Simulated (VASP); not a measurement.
Here is a VASP 6.6.1 calculation.

File INCAR:

```
SYSTEM = ScAl3
PREC = Accurate ; ENCUT = 500
EDIFF = 1E-6 ; ISMEAR = 0
SIGMA = 0.1 ; LREAL = .FALSE.
LASPH = .TRUE. ; NELM = 120
ALGO = Normal ; ISIF = 2
LWAVE = .FALSE. ; LCHARG = .FALSE.
GGA = PS ; NBANDS = 18
GGA_COMPAT = .FALSE.
```

The input KPOINTS:

```
Automatic mesh
0
G
  4 4 4
  0 0 0
```

File POSCAR:

```
ScAl3
1.0
    4.0712516507      0.0000000000      0.0000000000
    0.0000000000      4.0712516507      0.0000000000
    0.0000000000      0.0000000000      4.0712516507
Sc Al
1 3
Direct
    0.0000000000      0.0000000000      0.0000000000
    0.5000000000      0.0000000000      0.5000000000
    0.0000000000      0.5000000000      0.5000000000
    0.5000000000      0.5000000000      0.0000000000
```

Potentials or basis: VASP PAW PBE potentials, release 64 (Sc_sv, Al).

Launch:

```console
$ cat potpaw_PBE.64/Sc_sv/POTCAR potpaw_PBE.64/Al/POTCAR > POTCAR
$ mpirun -np 1 vasp_std > vasp.out
```

(1) What does it give for the pressure?

(2) Predict the band gap on the k mesh.

Answers

(1) 0.2 GPa.

(2) zero (band 10 reaches 8.26 eV, above the bottom of band 11 at 4.35 eV).

Caveat: the k points lie up to 0.39 Å⁻¹ apart; the PAW data sets were made with another functional, which shifts forces and pressure a little.
